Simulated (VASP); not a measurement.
A run of VASP 6.6.1 is set up as follows.

INCAR

```
PREC = Accurate ; ENCUT = 520
EDIFF = 1E-6 ; ISMEAR = 0
SIGMA = 0.1 ; LREAL = False
LASPH = True ; NELM = 100
ALGO = Normal ; ISIF = 2
LWAVE = False ; LCHARG = False
GGA = PE ; NBANDS = 36
```

The input KPOINTS:

```
Automatic mesh
0
Gamma
  6 6 4
```

File POSCAR:

```
GaN
1.0
    2.9785728500      0.0000000000      0.0000000000
   -1.4892864200      2.5795197500      0.0000000000
    0.0000000000      0.0000000000      6.5231705200
Ga N
3 3
Direct
    0.0000000000      0.5000000000      0.1666666700
    0.5000000000      0.5000000000      0.8333333300
    0.5000000000      0.0000000000      0.5000000000
    0.5000000000      0.5000000000      0.3333333300
    0.5000000000      0.0000000000      0.0000000000
    0.0000000000      0.5000000000      0.6666666700
```

Potentials or basis: VASP PAW PBE potentials, release 64 (Ga_d, N).

Launch:

```bash
$ cat potpaw_PBE.64/Ga_d/POTCAR potpaw_PBE.64/N/POTCAR > POTCAR
$ mpirun -np 1 vasp_std > vasp.out
```

Q: What does it give for the band gap on the k mesh?

A: 2.79 eV.

Q: Predict the pressure.

A: 83.6 GPa.

Stress tensor (GPa, compression positive):
```
 71.46   0.00   0.00
  0.00  71.46   0.00
  0.00   0.00 107.93
```

Caveat: the cell stands under pressure. A k mesh can miss the band edges.
